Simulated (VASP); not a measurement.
# Co (Fd-3m) in VASP: notebook, part 2 of 3

VASP 6.6.1. The steps go on from the part before.

### Step 4. Relaxation of cell and atoms, PBEsol, collinear spin, ferromagnetic start

This run uses another cell than the first one, of 28.69 Å³/atom, 1.850 times its volume.

File INCAR:

```
PREC = Accurate
ENCUT = 600
EDIFF = 1E-6
ISMEAR = 0
SIGMA = 0.1
LREAL = F
LASPH = T
NELM = 150
ALGO = Normal
ISIF = 3
LWAVE = F
LCHARG = F
ISPIN = 2
MAGMOM = 2.28 2.28
LORBIT = 11
LMAXMIX = 4
GGA = PS
IBRION = 2
NSW = 80
EDIFFG = -0.05
```

File KPOINTS:

```
regular mesh
0
Gamma
  6 6 6
```

File POSCAR:

```
Co
1.0
    0.0000000000      3.0612650969      3.0612650969
    3.0612650969      0.0000000000      3.0612650969
    3.0612650969      3.0612650969      0.0000000000
Co
2
Direct
    0.0000000000      0.0000000000      0.0000000000
    0.2500000000      0.2500000000      0.2500000000
```

Potentials or basis: VASP PAW PBE potentials, release 64 (Co).

Command:

```console
$ cat potpaw_PBE.64/Co/POTCAR > POTCAR
$ mpirun -np 1 vasp_std > vasp.out
```

OUTCAR:

```text
PREC = Accurate
   ENCUT = 600
   EDIFF = 1E-6
   ISMEAR = 0
   LREAL = F
   LASPH = T
   NELM = 150
   ISIF = 3
   ISPIN = 2
   LORBIT = 11
   GGA = PS
   IBRION = 2
   NSW = 80
   EDIFFG = -0.05

 ion  position               nearest neighbor table
   1  0.000  0.000  0.000-   2 2.65   2 2.65   2 2.65   2 2.65
   2  0.250  0.250  0.250-   1 2.65   1 2.65   1 2.65   1 2.65

  LATTYP: Found a face centered cubic cell.
 ALAT       =     6.1225301938

  Lattice vectors:

 A1 = (   0.0000000000,   3.0612650969,   3.0612650969)
 A2 = (   3.0612650969,   0.0000000000,   3.0612650969)
 A3 = (   3.0612650969,   3.0612650969,   0.0000000000)

Analysis of symmetry for initial positions (statically):
=====================================================================
 Subroutine PRICEL returns:
 Original cell was already a primitive cell.

 Routine SETGRP: Setting up the symmetry group for a
 face centered cubic supercell.

 Subroutine GETGRP returns: Found 48 space group operations
 (whereof 24 operations were pure point group operations)
 out of a pool of 48 trial point group operations.

The static configuration has the point symmetry T_d .
 The point group associated with its full space group is O_h .

Analysis of symmetry for dynamics (positions and initial velocities):
=====================================================================
 Subroutine PRICEL returns:
 Original cell was already a primitive cell.

 Routine SETGRP: Setting up the symmetry group for a
 face centered cubic supercell.

 Subroutine GETGRP returns: Found 48 space group operations
 (whereof 24 operations were pure point group operations)
 out of a pool of 48 trial point group operations.

The dynamic configuration has the point symmetry T_d .
 The point group associated with its full space group is O_h .

Analysis of structural, dynamic, and magnetic symmetry:
=====================================================================
 Subroutine PRICEL returns:
 Original cell was already a primitive cell.

 Routine SETGRP: Setting up the symmetry group for a
 face centered cubic supercell.

 Subroutine GETGRP returns: Found 48 space group operations
 (whereof 24 operations were pure point group operations)
 out of a pool of 48 trial point group operations.

The overall configuration has the point symmetry T_d .
 The point group associated with its full space group is O_h .

 Subroutine INISYM returns: Found 48 space group operations
 (whereof 24 operations are pure point group operations),
 and found     1 'primitive' translations

----------------------------------------------------------------------------------------

                                     Primitive cell

  volume of cell :      57.3763

  direct lattice vectors                    reciprocal lattice vectors
     0.000000000  3.061265097  3.061265097    -0.163331167  0.163331167  0.163331167
     3.061265097  0.000000000  3.061265097     0.163331167 -0.163331167  0.163331167
     3.061265097  3.061265097  0.000000000     0.163331167  0.163331167 -0.163331167

  length of vectors
     4.329282618  4.329282618  4.329282618     0.282897879  0.282897879  0.282897879

  position of ions in fractional coordinates (direct lattice)
     0.000000000  0.000000000  0.000000000
     0.250000000  0.250000000  0.250000000

  ion indices of the primitive-cell ions
   primitive index   ion index
                 1           1
[... 45 lines left out ...]
 -0.333333  0.500000  0.166667     12.000000
   k-points           NKPTS =     16   k-points in BZ     NKDIM =     16   number of bands    NBANDS=     15
   number of dos      NEDOS =    301   number of ions     NIONS =      2
   total plane-waves  NPLWV =  46656
   dimension x,y,z NGX =    36 NGY =   36 NGZ =   36
   dimension x,y,z NGXF=    72 NGYF=   72 NGZF=   72
   ions per type =               2
   NGX,Y,Z   is equivalent  to a cutoff of  13.82, 13.82, 13.82 a.u.
   NGXF,Y,Z  is equivalent  to a cutoff of  27.65, 27.65, 27.65 a.u.
 SYSTEM =  unknown system
   PREC   = accura    normal or accurate (medium, high low for compatibility)
   ISTART =      0    job   : 0-new  1-cont  2-samecut
   ICHARG =      2    charge: 1-file 2-atom 10-const
   ISPIN  =      2    spin polarized calculation?
   LNONCOLLINEAR =      F non collinear calculations
   LSORBIT =      F    spin-orbit coupling
   LASPH  =      T    aspherical Exc in radial PAW
   ENCUT  =  600.0 eV  44.10 Ry    6.64 a.u.   8.65  8.65  8.65*2*pi/ulx,y,z
   NELM   =    150;   NELMIN=  2; NELMDL= -5     # of ELM steps
   EDIFF  = 0.1E-05   stopping-criterion for ELM
   LREAL  =      F    real-space projection
   EDIFFG = -.5E-01   stopping-criterion for IOM
   NSW    =     80    number of steps for IOM
   IBRION =      2    ionic relax: 0-MD 1-quasi-New 2-CG
   NFREE  =      1    steps in history (QN), initial steepest desc. (CG)
   ISIF   =      3    stress and relaxation
   ISYM   =      2    0-nonsym 1-usesym 2-fastsym
   POTIM  = 0.5000    time-step for ionic-motion
   TEBEG  =    0.0;   TEEND  =   0.0 temperature during run
   PSTRESS=    0.0 pullay stress
   NELECT =      18.0000    total number of electrons
   NUPDOWN=      -1.0000    fix difference up-down
   EMIN   =  10.00;   EMAX   =-10.00  energy-range for DOS
   EFERMI =   0.00;   METHOD = LEGACY
   ISMEAR =     0;   SIGMA  =   0.10  broadening in eV -4-tet -1-fermi 0-gaus
   EFERMI_NEDOS =   21; number of points for ismear=-14 and -15
   IALGO  =     38    algorithm
   IMIX   =      4    mixing-type and parameters
     AMIX     =   0.40;   BMIX     =  1.00
     AMIX_MAG =   1.60;   BMIX_MAG =  1.00
  volume/ion in A,a.u.               =      28.69       193.60
  Fermi-wavevector in a.u.,A,eV,Ry     =   1.112384  2.102101 16.835824  1.237398
  Thomas-Fermi vector in A             =   2.248958
   LORBIT       =     11    0 simple, 1 ext, 2 COOP (PROOUT), +10 PAW based schemes
   GGA     = PS    functional components
   LHFCALC =     F    Hartree Fock is set to
   AEXX    =    0.0000 exact exchange contribution
   IVDW    =     0    specifies the selected vdW correction
   LEPSILON=     F    determine dielectric tensor
   LRPA    =     F    only Hartree local field effects (RPA)
 conjugate gradient relaxation of ions
 spin polarized calculation
 Gauss-broadening in eV      SIGMA  =   0.10
  energy-cutoff  :      600.00
  volume of cell :       57.38
 maximum number of plane-waves:      1936
 NGX is ok and might be reduce to    36
   NGX = 17   NGY = 17   NGZ = 17

--------------------------------------- Ionic step        1  -------------------------------------------

 number of electron      18.0000004 magnetization       3.9067007

 Free energy of the ion-electron system (eV)
  ---------------------------------------------------
  ext. energy  EPLUGINS =         0.00000000
  ---------------------------------------------------
  free energy    TOTEN  =       -10.13221326 eV

  energy without entropy =      -10.12038804  energy(sigma->0) =      -10.12630065

 E-fermi :   1.1378     XC(G=0):  -8.4821

 val. band max:        1.0863503676   @ k =  -0.3333   0.5000   0.1667
 cond. band min:       1.1573855668   @ k =   0.1667   0.0000   0.0000
 fundamental gap:      0.0710351992
 Fermi energy:         1.1378392155

 spin component 1

 k-point     1 :       0.0000    0.0000    0.0000
  band No.  band energies     occupation
      1      -3.3251      1.00000
      2      -1.4204      1.00000
      3      -1.4204      1.00000
      4      -1.3848      1.00000
      5      -1.3848      1.00000
      6      -1.3848      1.00000
      7      -0.6506      1.00000
      8      -0.6505      1.00000
      9      -0.6505      1.00000
     10      -0.3280      1.00000
     11      -0.3280      1.00000
[... 742 lines left out ...]
--------------------------------------- Ionic step        6  -------------------------------------------

 number of electron      18.0000004 magnetization      -3.2965806

 Free energy of the ion-electron system (eV)
  ---------------------------------------------------
  ext. energy  EPLUGINS =         0.00000000
  ---------------------------------------------------
  free energy    TOTEN  =       -12.63641289 eV

  energy without entropy =      -12.62829316  energy(sigma->0) =      -12.63235303

 E-fermi :   5.7062     XC(G=0): -11.3373

 val. band max:        5.6222185437   @ k =  -0.3333   0.3333   0.1667
 cond. band min:       5.7159985311   @ k =  -0.3333   0.1667   0.0000
 fundamental gap:      0.0937799874
 Fermi energy:         5.7062123456

 spin component 1

 k-point     1 :       0.0000    0.0000    0.0000
  band No.  band energies     occupation
      1      -0.8917      1.00000
      2       3.8463      1.00000
      3       3.8463      1.00000
      4       3.9035      1.00000
      5       3.9035      1.00000
      6       3.9035      1.00000
      7       5.7328      0.35369
      8       5.7328      0.35369
      9       5.7328      0.35369
     10       7.2442      0.00000
     11       7.2442      0.00000
[... 592 lines left out ...]
  FREE ENERGIE OF THE ION-ELECTRON SYSTEM (eV)
  ---------------------------------------------------
  free  energy   TOTEN  =       -12.6364128864 eV

  energy  without entropy=      -12.6282931650  energy(sigma->0) =      -12.63235303

 reached required accuracy - stopping structural energy minimisation

 total charge

# of ion       s       p       d       tot
------------------------------------------
    1        0.551   0.380   7.351   8.282
    2        0.551   0.380   7.351   8.282
--------------------------------------------------
tot          1.103   0.759  14.702  16.564

 magnetization (x)

# of ion       s       p       d       tot
------------------------------------------
    1        0.031   0.009  -1.676  -1.636
    2        0.031   0.009  -1.676  -1.636
--------------------------------------------------
tot          0.061   0.018  -3.352  -3.273
```

CONTCAR:

```text
Co
   1.00000000000000
    -0.0000000000000000    2.4877303983046075    2.4877303983046080
     2.4877303983046080    0.0000000000000000    2.4877303983046080
     2.4877303983046080    2.4877303983046075    0.0000000000000000
  Co
     2
Direct
     0.0000000000000000    0.0000000000000000    1.0000000000000000
     0.2500000000000000    0.2500000000000000    0.2500000000000000

  0.00000000E+00  0.00000000E+00  0.00000000E+00
  0.00000000E+00  0.00000000E+00  0.00000000E+00
```

Wall time 3.9 min (1 thread of AMD EPYC 7R43 (Zen 3), shared host); peak memory 0.22 GiB.

What came out:

```
Free energy                                           : -12.6364 eV
Relaxed volume                                        : 15.40 Å³/atom
Relaxed cell                                          : a = 3.518 Å, b = 3.518 Å, c = 3.518 Å, α = 60.00°, β = 60.00°, γ = 60.00°
Space group after relaxing (to 0.05 Å)                : Fd-3m (No. 227)
Energy gained by relaxing                             : 1252.1 meV/atom
Ionic steps                                           : 6
Pressure after relaxing                               : 0.0 GPa
Net moment                                            : -3.30 μB per cell
Site moments                                          : Co -1.64 μB
Valence electrons inside the program's atomic spheres : Co 8.28
```

The path:
```csv
step,energy change (eV),largest force (eV/Å),pressure (GPa),volume (Å³)
1,0.0000,0.0000,-16.42,57.38
2,-2.2394,0.0000,-13.07,36.26
3,-2.5039,0.0000,-0.62,30.97
4,-2.5034,0.0000,1.04,30.55
5,-2.5036,0.0000,-0.84,31.01
6,-2.5042,0.0000,0.04,30.79
```

Final structure:
```yaml
crystal:
  lattice:
    - [0.00000, 2.48773, 2.48773]
    - [2.48773, 0.00000, 2.48773]
    - [2.48773, 2.48773, 0.00000]
  atoms:
    - { symbol: Co, position: [0.00000, 0.00000, 0.00000] }
    - { symbol: Co, position: [0.25000, 0.25000, 0.25000] }
```

Levels at points of the mesh, in eV from the Fermi level:
Spin up:
| k point | band 5 | band 6 | band 7 | band 8 | band 9 | band 10 |
| --- | --- | --- | --- | --- | --- | --- |
| (0.00, 0.00, 0.00) | -1.80 | -1.80 | 0.03 | 0.03 | 0.03 | 1.54 |
| (0.50, 0.00, 0.00) | -1.75 | -1.75 | -1.12 | 0.59 | 0.59 | 1.25 |
| (0.50, 0.50, 0.00) | -1.36 | -1.36 | -0.12 | -0.12 | 1.41 | 1.41 |
Spin down:
| k point | band 8 | band 9 | band 10 | band 11 | band 12 | band 13 | band 14 | band 15 |
| --- | --- | --- | --- | --- | --- | --- | --- | --- |
| (0.00, 0.00, 0.00) | -1.52 | -1.52 | -0.42 | -0.42 | 12.81 | 12.81 | 12.81 | 13.14 |
| (0.50, 0.00, 0.00) | -1.19 | -1.19 | -0.52 | -0.52 | 0.96 | 9.35 | 9.35 | 12.45 |
| (0.50, 0.50, 0.00) | -1.89 | -0.35 | -0.35 | 1.43 | 1.43 | 4.79 | 4.79 | 10.08 |

Caveat: the volume moved by over 15 % at a fixed basis, so the end points are rough; the PAW data sets were made with another functional, which shifts forces and pressure a little.

(Part 2 of 3 ends here.)
